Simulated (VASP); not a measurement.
A run of VASP 6.6.1 is set up as follows.

INCAR

```
PREC     = Accurate       # precision mode
ENCUT    = 500            # plane-wave cutoff, eV
EDIFF    = 1E-6           # SCF threshold, eV
ISMEAR   = 1              # smearing method
SIGMA    = 0.1            # smearing width, eV
LREAL    = F              # projectors in reciprocal space
LASPH    = T              # aspherical terms in the spheres
NELM     = 120            # most SCF steps
ALGO     = Normal         # electronic algorithm
ISIF     = 2              # what is computed and relaxed
LWAVE    = F              # write WAVECAR
LCHARG   = T              # write CHGCAR
GGA      = PE             # functional
LELF     = T              # ELF
LVHAR    = T            
NBANDS   = 16             # bands
ISYM     = 0            
GGA_COMPAT= F
```

KPOINTS

```
Automatic mesh
0
Gamma
  12 12 12
  0.5 0.5 0.5
```

File POSCAR:

```
HgTe
1.0
    0.0000000000      3.3264077944      3.3264077944
    3.3264077944      0.0000000000      3.3264077944
    3.3264077944      3.3264077944      0.0000000000
Hg Te
1 1
Direct
    0.0000000000      0.0000000000      0.0000000000
    0.2500000000      0.2500000000      0.2500000000
```

Potentials or basis: VASP PAW PBE potentials, release 64 (Hg, Te).

Command:

```bash
$ cat potpaw_PBE.64/Hg/POTCAR potpaw_PBE.64/Te/POTCAR > POTCAR
$ mpirun -np 1 vasp_std > vasp.out
```

(1) Predict the band gap on the k mesh.

(2) Estimate the pressure.

Answers

(1) 0.14 eV.

(2) 0.0 GPa.

Caveat: spin-orbit coupling is left out, which moves the levels of the heavy elements; a shifted mesh leaves out Γ, where band edges can lie.
